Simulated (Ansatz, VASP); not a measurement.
# TiB6: VASP beside Ansatz

```xyz
7
Lattice="-2.7231 2.7231 2.7231 2.7231 -2.7231 2.7231 2.7231 2.7231 -2.7231" Properties=species:S:1:pos:R:3 pbc="T T T"
Ti    0.0000    0.0000    0.0000
B     0.0000    0.0000    3.8705
B     0.0000    0.0000    1.5757
B     1.5757    0.0000    0.0000
B     3.8705    0.0000    0.0000
B     0.0000    3.8705    0.0000
B     0.0000    1.5757    0.0000
```

Change from the starting cell: species swapped into the MoF6 type (Im-3m, No. 229).

Alike in both runs: task single point; functional PBE; k mesh 4 × 4 × 4; occupations gaussian, width 0.1 eV; no spin polarisation.

|  | VASP | Ansatz |
| --- | --- | --- |
| version | VASP 6.6.1 | Ansatz 0.2.0 |
| potentials or method | VASP PAW PBE potentials, release 64 (Ti_sv, B), cutoff 520 eV | scalar-relativistic, plane waves, PAW |
| valence electrons in the cell | 30 | 30 |

VASP gave:

| Quantity | Value |
| --- | --- |
| gap on the k mesh at the Fermi level (eV) | none |
| rms of the force components (eV/Å) | 5.556 |

**Question.** Which values does Ansatz return?

**Answer.** gap on the k mesh at the Fermi level (eV): none; rms of the force components (eV/Å): 5.587.

Atom by atom the forces differ by 0.031 eV/Å (rms over components). A gap of «none» marks a metal or a gap that the smearing closes. The functional is the same, so the differences come from potentials, cutoffs and numerics.

The k mesh is coarse, so the values compare programs but aren't converged.
